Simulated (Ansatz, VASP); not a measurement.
# One calculation of Ta2PbO3, two programs

```
Ta Pb O
1.0
     2.96166    0.00000    0.00000
     0.00000    3.39961    4.59224
     0.00000   -3.39961    4.59224
Ta Pb O
2 1 3
Direct
  0.00000 0.94705 0.94705
  0.50000 0.55253 0.55253
  0.50000 0.22541 0.22541
  0.50000 0.77426 0.77426
  0.00000 0.29438 0.70636
  0.00000 0.70636 0.29438
```

Change from the starting cell: species swapped into the V2O3F type (Amm2, No. 38).

Alike in both runs: functional PBE; k mesh 10 × 6 × 6; occupations gaussian, width 0.1 eV; no spin polarisation.

Ansatz relaxed the structure, and its values are those at the end. VASP's run is a single point on that final structure, the one shown.

|  | VASP | Ansatz |
| --- | --- | --- |
| version | VASP 6.6.1 | Ansatz 0.2.0 |
| potentials or method | VASP PAW PBE potentials, release 64 (Ta_pv, Pb_d, O), cutoff 520 eV | scalar-relativistic, plane waves, PAW |
| valence electrons in the cell | 54 | 58 |

```tsv
	VASP	Ansatz	Ansatz less VASP
gap on the k mesh at the Fermi level (eV)	none	none	-
pressure (GPa)	0.3	0.0	-0.27
rms of the force components (eV/Å)	0.011	0.001	-0.0101
```

A gap of «none» marks a metal or a gap that the smearing closes. VASP's potentials hold 54 valence electrons a cell and Ansatz's 58, so a difference there can come from the potentials and not from the codes.

Neither program's run includes spin-orbit coupling.
